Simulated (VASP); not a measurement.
# Cr (Fddd) in VASP: single point with PBEsol

Aim: the single point of Cr with PBEsol.

Program: VASP 6.6.1. These are calculated values, not measurements. Logs are shortened: lines on timing, memory, paths and dates and some standing lists are left out, and cuts for length are marked.

## (1) The cell of the first run

It takes space group Fddd (No. 70, orthorhombic). Conventional cell: a = 2.327 Å, b = 4.775 Å, c = 7.846 Å, α = 90.00°, β = 90.00°, γ = 90.00°. Within 3.1 Å of Cr (site symmetry 222) lie 14 Cr at 2.33 to 2.88 Å.

## (2) Single point, PBEsol (volume scaled by 0.96)

File INCAR:

```
SYSTEM = Cr
  PREC = Accurate
  ENCUT = 520
  EDIFF = 1E-6
  ISMEAR = -1
  SIGMA = 0.1
  LREAL = .FALSE.
  LASPH = .TRUE.
  NELM = 100
  ALGO = Normal
  ISIF = 2
  LWAVE = .FALSE.
  LCHARG = .FALSE.
  GGA = PS
  NBANDS = 19
```

File KPOINTS:

```
Automatic mesh
0
G
  17 17 9
  0 0 0
```

File POSCAR:

```
Cr
1.0
   -1.6882762234      1.6882475114      1.1634495881
    1.6882475114     -1.6882762234      1.1634495881
    2.7739484750      2.7739484750     -1.1635021742
Cr
2
Direct
    0.9999940899      0.0000059101      0.0000000000
    0.7500059101      0.2499940899      0.5000000000
```

Potentials or basis: VASP PAW PBE potentials, release 64 (Cr_pv).

The run is started by

```bash
$ cat potpaw_PBE.64/Cr_pv/POTCAR > POTCAR
$ mpirun -np 1 vasp_std > vasp.out
```

OUTCAR:

```text
SYSTEM = Cr
   PREC = Accurate
   ENCUT = 520
   EDIFF = 1E-6
   ISMEAR = -1
   LREAL = .FALSE.
   LASPH = .TRUE.
   NELM = 100
   ISIF = 2
   GGA = PS

 ion  position               nearest neighbor table
   1  1.000  0.000  0.000-   2 2.37   2 2.37   2 2.37   2 2.37   2 2.88   2 2.88   2 2.88   2 2.88

   2  0.750  0.250  0.500-   1 2.37   1 2.37   1 2.37   1 2.37   1 2.88   1 2.88   1 2.88   1 2.88

  Warning from LATTYP: Got some problem with cell dimensions!
  Tried to take original basis but could not verify dimensions!
  LATTYP: Found a base centered monoclinic cell.
 ALAT       =     2.3268991766
 B/A-ratio  =     2.0521411961
 C/A-ratio  =     1.7584737348
 COS(beta)  =    -0.2843079037

  Lattice vectors:

 A1 = (   1.6882762234,  -1.6882475114,  -1.1634495881)
 A2 = (  -1.6882475114,   1.6882762234,  -1.1634495881)
 A3 = (   2.7739197630,   2.7739197630,   1.1633970020)

Analysis of symmetry for initial positions (statically):
=====================================================================
 Subroutine PRICEL returns:
 Original cell was already a primitive cell.

 Routine SETGRP: Setting up the symmetry group for a
 base centered monoclinic supercell.

 Subroutine GETGRP returns: Found  4 space group operations
 (whereof  2 operations were pure point group operations)
 out of a pool of  4 trial point group operations.

The static configuration has the point symmetry C_2 .
 The point group associated with its full space group is C_2h.

Analysis of symmetry for dynamics (positions and initial velocities):
=====================================================================
 Subroutine PRICEL returns:
 Original cell was already a primitive cell.

 Routine SETGRP: Setting up the symmetry group for a
 base centered monoclinic supercell.

 Subroutine GETGRP returns: Found  4 space group operations
 (whereof  2 operations were pure point group operations)
 out of a pool of  4 trial point group operations.

The dynamic configuration has the point symmetry C_2 .
 The point group associated with its full space group is C_2h.

 Subroutine INISYM returns: Found  4 space group operations
 (whereof  2 operations are pure point group operations),
 and found     1 'primitive' translations

----------------------------------------------------------------------------------------

                                     Primitive cell

  volume of cell :      21.7943

  direct lattice vectors                    reciprocal lattice vectors
    -1.688276223  1.688247511  1.163449588    -0.057952512  0.238210073  0.429758705
     1.688247511 -1.688276223  1.163449588     0.238210073 -0.057952512  0.429758705
     2.773948475  2.773948475 -1.163502174     0.180249414  0.180249414  0.000004448

  length of vectors
     2.655950152  2.655950152  4.091859919     0.494767700  0.494767700  0.254911166

  position of ions in fractional coordinates (direct lattice)
     0.999994090  0.000005910  1.000000000
     0.750005910  0.249994090  0.500000000

  ion indices of the primitive-cell ions
   primitive index   ion index
                 1           1
                 2           2

----------------------------------------------------------------------------------------

 KPOINTS: Automatic mesh

Automatic generation of k-mesh.
 Grid dimensions read from file:
 generate k-points for:   17   17    9

 Generating k-lattice:

  Cartesian coordinates                     Fractional coordinates (reciprocal lattice)
    -0.003408971  0.014012357  0.025279924     0.058823529  0.000000000 -0.000000000
     0.014012357 -0.003408971  0.025279924     0.000000000  0.058823529 -0.000000000
     0.020027713  0.020027713  0.000000494     0.000000000  0.000000000  0.111111111

  Length of vectors
     0.029103982  0.029103982  0.028323463

  Shift w.r.t. Gamma in fractional coordinates (k-lattice)
     0.000000000  0.000000000  0.000000000

 Subroutine IBZKPT returns following result:
 ===========================================

 Found    693 irreducible k-points:

 Following reciprocal coordinates:
            Coordinates               Weight
  0.000000  0.000000  0.000000      1.000000
  0.058824 -0.000000 -0.000000      4.000000
  0.117647 -0.000000 -0.000000      4.000000
  0.176471 -0.000000 -0.000000      4.000000
  0.235294 -0.000000 -0.000000      4.000000
  0.294118  0.000000  0.000000      4.000000
[... 16 lines left out ...]
 -0.176471  0.058824  0.000000      4.000000
 -0.117647  0.058824  0.000000      4.000000
 [... further k-points ...]
   k-points           NKPTS =    693   k-points in BZ     NKDIM =    693   number of bands    NBANDS=     19
   number of dos      NEDOS =    301   number of ions     NIONS =      2
   total plane-waves  NPLWV =  12000
   dimension x,y,z NGX =    20 NGY =   20 NGZ =   30
   dimension x,y,z NGXF=    40 NGYF=   40 NGZF=   60
   ions per type =               2
   NGX,Y,Z   is equivalent  to a cutoff of  12.52, 12.52, 12.19 a.u.
   NGXF,Y,Z  is equivalent  to a cutoff of  25.04, 25.04, 24.38 a.u.
 SYSTEM =  Cr
   PREC   = accura    normal or accurate (medium, high low for compatibility)
   ISTART =      0    job   : 0-new  1-cont  2-samecut
   ICHARG =      2    charge: 1-file 2-atom 10-const
   ISPIN  =      1    spin polarized calculation?
   LNONCOLLINEAR =      F non collinear calculations
   LSORBIT =      F    spin-orbit coupling
   LASPH  =      T    aspherical Exc in radial PAW
   ENCUT  =  520.0 eV  38.22 Ry    6.18 a.u.   4.94  4.94  7.61*2*pi/ulx,y,z
   NELM   =    100;   NELMIN=  2; NELMDL= -5     # of ELM steps
   EDIFF  = 0.1E-05   stopping-criterion for ELM
   LREAL  =      F    real-space projection
   EDIFFG = 0.1E-04   stopping-criterion for IOM
   NSW    =      0    number of steps for IOM
   IBRION =     -1    ionic relax: 0-MD 1-quasi-New 2-CG
   NFREE  =      0    steps in history (QN), initial steepest desc. (CG)
   ISIF   =      2    stress and relaxation
   ISYM   =      2    0-nonsym 1-usesym 2-fastsym
   POTIM  = 0.5000    time-step for ionic-motion
   TEBEG  =    0.0;   TEEND  =   0.0 temperature during run
   PSTRESS=    0.0 pullay stress
   NELECT =      24.0000    total number of electrons
   NUPDOWN=      -1.0000    fix difference up-down
   EMIN   =  10.00;   EMAX   =-10.00  energy-range for DOS
   EFERMI =   0.00;   METHOD = LEGACY
   ISMEAR =    -1;   SIGMA  =   0.10  broadening in eV -4-tet -1-fermi 0-gaus
   EFERMI_NEDOS =   21; number of points for ismear=-14 and -15
   IALGO  =     38    algorithm
   IMIX   =      4    mixing-type and parameters
     AMIX     =   0.40;   BMIX     =  1.00
     AMIX_MAG =   1.60;   BMIX_MAG =  1.00
  volume/ion in A,a.u.               =      10.90        73.54
  Fermi-wavevector in a.u.,A,eV,Ry     =   1.690561  3.194696 38.885384  2.857995
  Thomas-Fermi vector in A             =   2.772485
   LORBIT       =      0    0 simple, 1 ext, 2 COOP (PROOUT), +10 PAW based schemes
   GGA     = PS    functional components
   LHFCALC =     F    Hartree Fock is set to
   AEXX    =    0.0000 exact exchange contribution
   IVDW    =     0    specifies the selected vdW correction
   LEPSILON=     F    determine dielectric tensor
   LRPA    =     F    only Hartree local field effects (RPA)
 non-spin polarized calculation
  energy-cutoff  :      520.00
  volume of cell :       21.79
 maximum number of plane-waves:       606
   NGX =  9   NGY =  9   NGZ = 15

 number of electron      23.9999990 magnetization

 Free energy of the ion-electron system (eV)
  ---------------------------------------------------
  ext. energy  EPLUGINS =         0.00000000
  ---------------------------------------------------
  free energy    TOTEN  =       -20.08175240 eV

  energy without entropy =      -20.02619121  energy(sigma->0) =      -20.05397180

 E-fermi :  11.5246     XC(G=0): -14.1577

 val. band max:       11.5237850570   @ k =  -0.1765   0.0000   0.3333
 cond. band min:      11.5257850140   @ k =  -0.4706   0.4706   0.3333
 fundamental gap:      0.0019999570
 Fermi energy:        11.5245518914

 k-point     1 :       0.0000    0.0000    0.0000
  band No.  band energies     occupation
      1     -31.9091      2.00000
      2     -31.1550      2.00000
      3     -30.8302      2.00000
      4     -30.7027      2.00000
      5     -30.6969      2.00000
      6     -30.6285      2.00000
[... 11 lines left out ...]
     18      14.4793      0.00000
     19      18.9350      0.00000

 k-point     2 :       0.0588   -0.0000   -0.0000
  band No.  band energies     occupation
      1     -31.8947      2.00000
      2     -31.1584      2.00000
      3     -30.8381      2.00000
      4     -30.7391      2.00000
      5     -30.7361      2.00000
      6     -30.6306      2.00000
[... 11 lines left out ...]
     18      14.7856      0.00000
     19      18.9359      0.00000

 k-point     3 :       0.1176   -0.0000   -0.0000
  band No.  band energies     occupation
      1     -31.8537      2.00000
      2     -31.1688      2.00000
      3     -30.8859      2.00000
      4     -30.8426      2.00000
      5     -30.8194      2.00000
      6     -30.6390      2.00000
[... 11 lines left out ...]
     18      15.8373      0.00000
     19      18.9349      0.00000

 k-point     4 :       0.1765   -0.0000   -0.0000
  band No.  band energies     occupation
      1     -31.7923      2.00000
      2     -31.1906      2.00000
      3     -31.0369      2.00000
      4     -30.9932      2.00000
      5     -30.8605      2.00000
      6     -30.6532      2.00000
[... 11 lines left out ...]
     18      16.9480      0.00000
     19      18.9356      0.00000

 k-point     5 :       0.2353   -0.0000   -0.0000
  band No.  band energies     occupation
      1     -31.7223      2.00000
      2     -31.2899      2.00000
      3     -31.1818      2.00000
      4     -31.1414      2.00000
      5     -30.8952      2.00000
      6     -30.6713      2.00000
[... 11 lines left out ...]
     18      17.8753      0.00000
     19      18.9362      0.00000

 k-point     6 :       0.2941    0.0000    0.0000
  band No.  band energies     occupation
      1     -31.6684      2.00000
      2     -31.4838      2.00000
      3     -31.3375      2.00000
      4     -31.1679      2.00000
      5     -30.9332      2.00000
      6     -30.6918      2.00000
[... 11 lines left out ...]
     18      18.5321      0.00000
     19      18.9391      0.00000

 k-point     7 :       0.3529    0.0000   -0.0000
  band No.  band energies     occupation
      1     -31.7044      2.00000
      2     -31.6388      2.00000
      3     -31.4267      2.00000
      4     -31.1622      2.00000
      5     -30.9732      2.00000
      6     -30.7131      2.00000
[... 11 lines left out ...]
     18      18.9100      0.00000
     19      18.9422      0.00000

 k-point     8 :       0.4118    0.0000    0.0000
  band No.  band energies     occupation
      1     -31.8256      2.00000
      2     -31.7278      2.00000
      3     -31.4306      2.00000
      4     -31.1373      2.00000
      5     -31.0140      2.00000
      6     -30.7320      2.00000
[... 256 lines left out ...]
 k-point    20 :      -0.3529    0.0588    0.0000
  band No.  band energies     occupation
      1     -31.6568      2.00000
      2     -31.5090      2.00000
      3     -31.3315      2.00000
      4     -31.1809      2.00000
      5     -30.9903      2.00000
      6     -30.7187      2.00000
[... 11 lines left out ...]
     18      18.9232      0.00000
     19      18.9369      0.00000

 k-point    21 :      -0.2941    0.0588    0.0000
  band No.  band energies     occupation
      1     -31.6905      2.00000
      2     -31.3316      2.00000
      3     -31.1967      2.00000
      4     -31.1579      2.00000
      5     -30.9436      2.00000
      6     -30.6973      2.00000
[... 11 lines left out ...]
     18      18.4972      0.00000
     19      18.9372      0.00000

 k-point    22 :      -0.2353    0.0588    0.0000
  band No.  band energies     occupation
      1     -31.7559      2.00000
      2     -31.2350      2.00000
      3     -31.0805      2.00000
      4     -31.0019      2.00000
      5     -30.8917      2.00000
      6     -30.6750      2.00000
[... 11 lines left out ...]
     18      17.6878      0.00000
     19      18.9360      0.00000

 k-point    23 :      -0.1765    0.0588    0.0000
  band No.  band energies     occupation
      1     -31.8213      2.00000
      2     -31.2076      2.00000
      3     -30.9484      2.00000
      4     -30.8546      2.00000
      5     -30.8223      2.00000
      6     -30.6533      2.00000
[... 11 lines left out ...]
     18      16.6934      0.00000
     19      18.9355      0.00000

 k-point    24 :      -0.1176    0.0588    0.0000
  band No.  band energies     occupation
      1     -31.8712      2.00000
      2     -31.1871      2.00000
      3     -30.8819      2.00000
      4     -30.7560      2.00000
      5     -30.7371      2.00000
      6     -30.6353      2.00000
[... 11 lines left out ...]
     18      15.7300      0.00000
     19      18.9345      0.00000

 [... further k-points ...]
[... 5 lines left out ...]
  --------------------------------------------------------------------------------------
  -------------------------------------------------------------------------------------
  Total        1.5447196      1.5447196      1.5463730      0.0246255      0.0004773      0.0004773
  in kB      113.5577370    113.5577370    113.6792804      1.8103084      0.0350871      0.0350902
  external PRESSURE =     113.5982515 kB  Pullay stress =       0.0000000 kB

 VOLUME and BASIS-vectors are now :
 -----------------------------------------------------------------------------
  energy-cutoff  :      520.00
  volume of cell :       21.79
      direct lattice vectors                 reciprocal lattice vectors
    -1.688276223  1.688247511  1.163449588    -0.057952512  0.238210073  0.429758705
     1.688247511 -1.688276223  1.163449588     0.238210073 -0.057952512  0.429758705
     2.773948475  2.773948475 -1.163502174     0.180249414  0.180249414  0.000004448

 POSITION                                       TOTAL-FORCE (eV/Angst)
 -----------------------------------------------------------------------------------
     -1.68826      1.68823      1.16345         0.000682     -0.000682     -0.000000
      0.54281      2.23111      0.58170        -0.000682      0.000682      0.000000
 -----------------------------------------------------------------------------------
    total drift:                               -0.000000      0.000000     -0.000000

  FREE ENERGIE OF THE ION-ELECTRON SYSTEM (eV)
  ---------------------------------------------------
  free  energy   TOTEN  =       -20.0817523968 eV

  energy  without entropy=      -20.0261912113  energy(sigma->0) =      -20.05397180
```

It took 2.8 min on 1 thread of AMD EPYC 9R14 (Zen 4), shared host; peak memory 0.29 GiB.

Results:

| Property | Result |
| --- | --- |
| Free energy | -20.0818 eV |
| Pressure | 11.4 GPa |
| Band gap on the k mesh | zero (band 12 reaches 12.19 eV, above the bottom of band 13 at 11.20 eV) |

Caveat: the PAW data sets were made with another functional, which shifts forces and pressure a little; the run has no spin polarisation, though such a crystal can be magnetic. Spin polarisation is off, so any magnetic state and its effect on volume and gap are missing.
